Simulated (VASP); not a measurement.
Wanted: the native input for a VASP 6.6.1 run.

| Quantity | Value |
| --- | --- |
| Task | single point |
| Functional | rev-vdW-DF2 |
| Potentials or basis | VASP PAW PBE potentials, release 64 (Ti_sv, O) |
| Cutoff | 840 eV |
| k mesh | 17 × 17 × 17 |
| Occupations | gaussian, width 0.03 eV |
| Spin | no spin polarisation |
| Tolerance level | standard |
| Purpose | levels |
| Further INCAR settings | ALGO = Normal; EDIFF = 1e-08; NBANDS = 34 |

The structure of TiO2 lies in POSCAR:

```
TiO2
1.0
    1.4973312015      0.8644845722      6.9815443949
   -1.4973312015      0.8644845722      6.9815443949
    0.0000000000     -1.7289691445      6.9815443949
Ti O
1 2
Direct
    0.0000000000      0.0000000000      0.0000000000
    0.3795330000      0.3795330000      0.3795330000
    0.6204670000      0.6204670000      0.6204670000
```

The input as run:

INCAR

```
GGA = MK ; LUSE_VDW = True
AGGAC = 0.0 ; PARAM1 = 0.1234
PARAM2 = 0.711357 ; ZAB_VDW = -1.8867
ISMEAR = 0 ; SIGMA = 0.03
LWAVE = False ; LCHARG = False
ISIF = 2 ; PREC = Accurate
LASPH = True ; LREAL = False
ALGO = Normal ; EDIFF = 1E-8
NELM = 120 ; GGA_COMPAT = False
ENCUT = 840 ; EFERMI = MIDGAP
KPAR = 4 ; NBANDS = 34
```

KPOINTS

```
Automatic mesh
0
Gamma
  17 17 17
  0 0 0
```

Potentials or basis: VASP PAW PBE potentials, release 64 (Ti_sv, O).

Run with:

```sh
$ cat potpaw_PBE.64/Ti_sv/POTCAR potpaw_PBE.64/O/POTCAR > POTCAR
$ mpirun -np 4 vasp_std > vasp.out
```

Results of the run:

- Pressure: -1.7 GPa
- Largest force: 0.164 eV/Å
- Band gap on the k mesh: 2.63 eV (least direct gap 2.82 eV)

Caveat: the PAW data sets were made with another functional, which shifts forces and pressure a little; an odd mesh through Γ misses points on the zone boundary, where band edges can lie.

Wall time 47 min on 4 MPI ranks on AMD EPYC 9R45 96-Core Processor (Zen 5), with other jobs on the host, peak memory 3.2 GiB a rank.
